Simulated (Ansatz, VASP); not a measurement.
## Two plane-wave programs on H

```
H
1.0
    -1.71598    1.71598    2.14997
     1.71598   -1.71598    2.14997
     1.71598    1.71598   -2.14997
H
2
Direct
  0.92444 0.92444 0.00000
  0.07556 0.07556 0.00000
```

Alike in both runs: task single point; functional PBEsol; k mesh 10 × 10 × 10; occupations gaussian, width 0.02 eV; no spin polarisation.

|  | VASP | Ansatz |
| --- | --- | --- |
| version | VASP 6.6.1 | Ansatz 0.2.0 |
| potentials or method | VASP PAW PBE potentials, release 64 (H), cutoff 520 eV | scalar-relativistic, plane waves, PAW |
| valence electrons in the cell | 2 | 2 |

|  | VASP | Ansatz | Ansatz less VASP |
| --- | --- | --- | --- |
| gap on the k mesh at the Fermi level (eV) | 9.95 | 9.95 | +0.006 |
| least direct gap on the mesh (eV) | 10.54 | 10.55 | +0.006 |
| pressure (GPa) | 7.1 | 7.2 | +0.12 |
| traceless stress, the component that is largest in VASP (GPa) | 14.44 | 14.32 | -0.125 |
| rms of the force components (eV/Å) | 3.045 | 3.014 | -0.0312 |

VASP's potentials were made for PBE, not for PBEsol. Atom by atom the forces differ by 0.031 eV/Å (rms over components).
